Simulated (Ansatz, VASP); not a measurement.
## Two plane-wave programs on CrB3S2

```
Cr B S
1.0
     4.16888    0.00000    0.00000
    -2.08444    3.61036    0.00000
     0.00000    0.00000    7.17731
Cr B S
1 3 2
Direct
  0.00000 0.00000 0.50000
  0.00000 0.00000 0.00000
  0.00000 0.00000 0.78033
  0.00000 0.00000 0.21967
  0.33333 0.66667 0.50000
  0.66667 0.33333 0.50000
```

Alike in both runs: task relaxation of cell and atoms; functional PBE; k mesh 6 × 6 × 4; occupations gaussian, width 0.1 eV; no spin polarisation.

|  | VASP | Ansatz |
| --- | --- | --- |
| version | VASP 6.6.1 | Ansatz 0.2.0 |
| potentials or method | VASP PAW PBE potentials, release 64 (Cr_pv, B, S), cutoff 600 eV | scalar-relativistic, plane waves, PAW |
| valence electrons in the cell | 33 | 35 |

Ansatz gave:

```
gap on the k mesh at the Fermi level, each at its own relaxed structure (eV) : none
relaxed volume (Å³/atom)                                                     : 18.00
relaxed length of the cell vector where the two differ most in proportion (Å)              : 7.177
```

Question: Estimate VASP's values.

Answer: gap on the k mesh at the Fermi level, each at its own relaxed structure (eV): none; relaxed volume (Å³/atom): 18.02; relaxed length of the cell vector where the two differ most in proportion (Å): 7.182.

A gap of «none» marks a metal or a gap that the smearing closes. VASP's potentials hold 33 valence electrons a cell and Ansatz's 35, so a difference there can come from the potentials and not from the codes.
